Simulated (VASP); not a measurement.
KCl (Sylvite), 2 atoms in the cell. The structure is cubic, space group Fm-3m (No. 225). The conventional cell has a = 5.890 Å, b = 5.890 Å, c = 5.890 Å, α = 90.00°, β = 90.00°, γ = 90.00°. Within 3.9 Å of K (site symmetry m-3m) lie 6 Cl at 2.95 Å. Within 3.9 Å of Cl (site symmetry m-3m) lie 6 K at 2.95 Å. 

```yaml
Program: VASP 6.6.1
Task: single point
Functional: PBEsol
Potentials_or_basis: VASP PAW PBE potentials, release 64 (K_sv, Cl)
Cutoff: 500 eV
k_mesh: 6 × 6 × 6
Occupations: gaussian, width 0.01 eV
Spin: no spin polarisation
Dipole_correction: no
Further_INCAR_settings: ALGO = Normal; EDIFF = 1e-06; NBANDS = 15
```

Potentials or basis: VASP PAW PBE potentials, release 64 (K_sv, Cl).

The run is started by

```bash
$ cat potpaw_PBE.64/K_sv/POTCAR potpaw_PBE.64/Cl/POTCAR > POTCAR
$ mpirun -np 1 vasp_std > vasp.out
```

Hardware: 1 thread of Intel(R) Xeon(R) 6975P-C (Granite Rapids), with other jobs on the host.

Problem. How long does it take, and how much memory?

Solution. Run time: 5.3 s on 1 thread of Intel(R) Xeon(R) 6975P-C (Granite Rapids), with other jobs on the host, peak memory 0.16 GiB. Counts: scf iterations 11, k points 16.
